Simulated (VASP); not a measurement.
Sb, 16 atoms in the cell. The cell holds a slab with vacuum, 16 atoms: a = 8.894 Å, b = 6.202 Å, c = 22.485 Å, α = 90.00°, β = 90.00°, γ = 87.75°. 

```yaml
Program: VASP 6.6.1
Task: relaxation of the atoms
Functional: PBE
Dispersion: D3(BJ)
Potentials_or_basis: VASP PAW PBE potentials, release 64 (Sb)
Cutoff: 520 eV
k_mesh: 2 × 3 × 1
Occupations: gaussian, width 0.1 eV
Spin: no spin polarisation
Dipole_correction: yes
Atoms_held_fixed_from_0: "[0, 1, 2, 3, 4, 5, 6, 7]"
Further_INCAR_settings: LREAL = Auto; ALGO = Normal; EDIFF = 1e-07; IBRION = 2; EDIFFG = -0.03; NSW = 90
```

Potentials or basis: VASP PAW PBE potentials, release 64 (Sb).

The run is started by

```bash
$ cat potpaw_PBE.64/Sb/POTCAR > POTCAR
$ mpirun -np 1 vasp_std > vasp.out
```

Hardware: 1 × NVIDIA H100 80GB with 1 thread of AMD EPYC 7R13 Processor (Zen 3), on a shared host.

Task: How long does it take, and how much memory?

Result: Run time: 11 min on 1 × NVIDIA H100 80GB with 1 thread of AMD EPYC 7R13 Processor (Zen 3) (shared host), peak memory 1.8 GiB. Counts: scf iterations 196, k points 4, ion steps 13.
